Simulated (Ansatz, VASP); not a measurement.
# Two plane-wave programs on AlAs

Contents of INCAR:

```
SYSTEM = AlAs
ALGO = Normal ; EDIFF = 1E-6
ENCUT = 500 ; GGA = PS
GGA_COMPAT = .False. ; ISIF = 2
ISMEAR = 0 ; LASPH = .True.
LCHARG = .False. ; LREAL = .False.
LWAVE = .False. ; NBANDS = 11
NELM = 120 ; PREC = Accurate
SIGMA = 0.02
```

KPOINTS

```
k-points
0
Gamma
  8 8 8
  0 0 0
```

The input POSCAR:

```
AlAs
1.0
    0.0000000000      2.8372981997      2.8372981997
    2.8372981997      0.0000000000      2.8372981997
    2.8372981997      2.8372981997      0.0000000000
Al As
1 1
Direct
    0.0000000000      0.0000000000      0.0000000000
    0.2500000000      0.2500000000      0.2500000000
```

Input for Ansatz:

```yaml
crystal:
  lattice:
    - [0.0, 2.8372981997, 2.8372981997]
    - [2.8372981997, 0.0, 2.8372981997]
    - [2.8372981997, 2.8372981997, 0.0]
  atoms:
    - { symbol: Al, position: [0.0, 0.0, 0.0] }
    - { symbol: As, position: [0.25, 0.25, 0.25] }
basis:
  ecutwfc: 420
kpoints:
  mp_grid: { grid: [8, 8, 8] }
  band_path:
    path:
      - [0.0, 0.0, 0.0]
      - [-0.5, -0.5, 0.0]
      - [-0.375, -0.375, 0.25]
      - [-0.375, 0.0, 0.375]
      - [0.0, 0.0, 0.5]
      - [-0.5, -0.25, 0.25]
      - [0.0, 0.5, 0.5]
    npoints: 1
hamiltonian:
  xc: pbesol
scf:
  occupations: { method: gaussian, width: 0.02 }
  n_extra_bands: 4
output:
  forces: true
  stress: true
  eigenvalues: true
  write_density: true
  write_potential: true
  elf: true
  volumetric_format: npy
```

Alike in both runs: task single point; functional PBEsol; k mesh 8 × 8 × 8; occupations gaussian, width 0.02 eV; no spin polarisation.

|  | VASP | Ansatz |
| --- | --- | --- |
| version | VASP 6.6.1 | Ansatz 0.2.0 |
| potentials or method | VASP PAW PBE potentials, release 64 (Al, As), cutoff 500 eV | scalar-relativistic, plane waves, PAW |
| valence electrons in the cell | 8 | 18 |

Ansatz gave:

```
gap on the k mesh at the Fermi level (eV) : 1.34
least direct gap on the mesh (eV)         : 1.91
pressure (GPa)                            : 0.0
```

Problem. What did VASP give for the same quantities?

Solution. gap on the k mesh at the Fermi level (eV): 1.33; least direct gap on the mesh (eV): 1.92; pressure (GPa): 0.3.

VASP's potentials were made for PBE, not for PBEsol. With one functional, cell and mesh, what is left measures potentials, basis and numerics. VASP's potentials hold 8 valence electrons a cell and Ansatz's 18, so a difference there can come from the potentials and not from the codes.
